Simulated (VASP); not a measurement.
Ca4Au:

```
Ca Au
1.0
     4.84938    0.00000    0.00000
     0.00000    4.84938    0.00000
     0.00000    0.00000    4.84938
Ca Au
4 1
Direct
  0.50000 0.00000 0.00000
  0.00000 0.50000 0.00000
  0.00000 0.00000 0.50000
  0.50000 0.50000 0.50000
  0.00000 0.00000 0.00000
```

The cell was built from a structure type or drawn by symmetry, and may not be a known phase.

```yaml
Program: VASP 6.6.1
Task: relaxation of cell and atoms
Functional: PBE
Potentials_or_basis: VASP PAW PBE potentials, release 64 (Ca_sv, Au)
Cutoff: 600 eV
k_mesh: 4 × 4 × 4
Occupations: gaussian, width 0.1 eV
Spin: no spin polarisation
```

At the start: pressure 38.0 GPa; volume 22.81 Å³/atom.

**Question.** Where does the relaxation end?

**Answer.** Over 5 steps the energy falls by 1234.9 meV/atom and the volume is 39.13 Å³/atom (+71.6 %); space group Pm-3m (No. 221, to 0.1 Å) before and after.

Step by step:
```csv
step,energy change (eV),largest force (eV/Å),pressure (GPa),volume (Å³)
1,0.0000,0.0000,37.96,114.04
2,-5.2410,0.0000,-2.69,228.50
3,-6.1160,0.0000,1.69,184.02
4,-6.1715,0.0000,-0.34,198.24
5,-6.1745,0.0000,-0.01,195.64
```

Final structure:
```
Ca Au
1.0
     5.80526    0.00000    0.00000
     0.00000    5.80526    0.00000
     0.00000    0.00000    5.80526
Ca Au
4 1
Direct
  0.50000 0.00000 0.00000
  0.00000 0.50000 0.00000
  0.00000 0.00000 0.50000
  0.50000 0.50000 0.50000
  0.00000 0.00000 0.00000
```

Caveat: the volume moved by over 15 % at a fixed basis, so the end points are rough.
